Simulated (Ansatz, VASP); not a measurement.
**Ir: VASP beside Ansatz**

```
Ir
1.0
     0.00000    1.93241    1.93241
     1.93241    0.00000    1.93241
     1.93241    1.93241    0.00000
Ir
1
Cartesian
  0.0000 0.0000 0.0000
```

Change from the starting cell: volume scaled by 1.02.

Alike in both runs: task single point; functional PBEsol; k mesh 15 × 15 × 15; occupations fermi-dirac, width 0.05 eV; no spin polarisation.

|  | VASP | Ansatz |
| --- | --- | --- |
| version | VASP 6.6.1 | Ansatz 0.2.0 |
| potentials or method | VASP PAW PBE potentials, release 64 (Ir), cutoff 500 eV | all-electron LAPW, scalar-relativistic |

VASP gave:

| Quantity | Value |
| --- | --- |
| pressure (GPa) | -9.0 |

Question: Which values does Ansatz return?

Answer: Pressure (GPa): -9.8.

VASP's potentials were made for PBE, not for PBEsol. Ansatz ran all-electron here, and VASP with PAW potentials.

Neither program's run includes spin-orbit coupling.
